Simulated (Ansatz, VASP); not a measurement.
# Two plane-wave programs on In

```
In
1.0
     3.33515    0.00000    0.00000
    -1.66758    2.88832    0.00000
     0.00000    0.00000   10.54559
In
4
Direct
  0.00000 0.00000 0.00000
  0.33333 0.66667 0.25000
  0.00000 0.00000 0.50000
  0.66667 0.33333 0.75000
```

Alike in both runs: task single point; functional PBE; k mesh 15 × 15 × 4; occupations gaussian, width 0.1 eV; no spin polarisation.

|  | VASP | Ansatz |
| --- | --- | --- |
| version | VASP 6.6.1 | Ansatz 0.2.0 |
| potentials or method | VASP PAW PBE potentials, release 64 (In_d), cutoff 520 eV | scalar-relativistic, plane waves, PAW |
| valence electrons in the cell | 52 | 52 |

VASP gave:

| Property | Result |
| --- | --- |
| gap on the k mesh at the Fermi level (eV) | none |
| pressure (GPa) | 3.5 |
| traceless stress, the component that is largest in VASP (GPa) | 0.60 |

Problem. What did Ansatz give for the same quantities?

Solution. gap on the k mesh at the Fermi level (eV): none; pressure (GPa): 3.6; traceless stress, the component that is largest in VASP (GPa): 0.60.

A gap of «none» marks a metal or a gap that the smearing closes. The functional is the same, so the differences come from potentials, cutoffs and numerics.
